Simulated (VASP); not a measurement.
Here is a VASP 6.6.1 calculation.

Contents of INCAR:

```
ALGO = Normal
EDIFF = 1E-7
ENCUT = 520
GGA = PE
ISIF = 2
ISMEAR = 0
LASPH = True
LCHARG = False
LREAL = False
LWAVE = False
NBANDS = 44
NELM = 80
PREC = Accurate
SIGMA = 0.2
```

KPOINTS

```
k-points
0
Gamma
  5 5 1
```

POSCAR

```
La6N
1.0
    3.7355625272      0.0000000000      0.0000000000
   -1.8677812636      3.2350920460      0.0000000000
    0.0000000000      0.0000000000     18.6163787383
La N
6 1
Direct
    0.6666666667      0.3333333333      0.4193534700
    0.3333333333      0.6666666667      0.5806465300
    0.3333333333      0.6666666667      0.0749260529
    0.6666666667      0.3333333333      0.9250739471
    0.0000000000      0.0000000000      0.7380443670
    0.0000000000      0.0000000000      0.2619556330
    0.0000000000      0.0000000000      0.0000000000
```

Potentials or basis: VASP PAW PBE potentials, release 64 (La, N).

Run with:

```sh
$ cat potpaw_PBE.64/La/POTCAR potpaw_PBE.64/N/POTCAR > POTCAR
$ mpirun -np 1 vasp_std > vasp.out
```

**Question.** What does it give for the largest force?

**Answer.** 0.031 eV/Å.

**Question.** Predict the pressure.

**Answer.** 0.3 GPa.

Stress tensor (GPa, compression positive):
```
0.19 0.00 0.00
0.00 0.19 0.00
0.00 0.00 0.61
```

Caveat: the k points lie up to 0.39 Å⁻¹ apart.
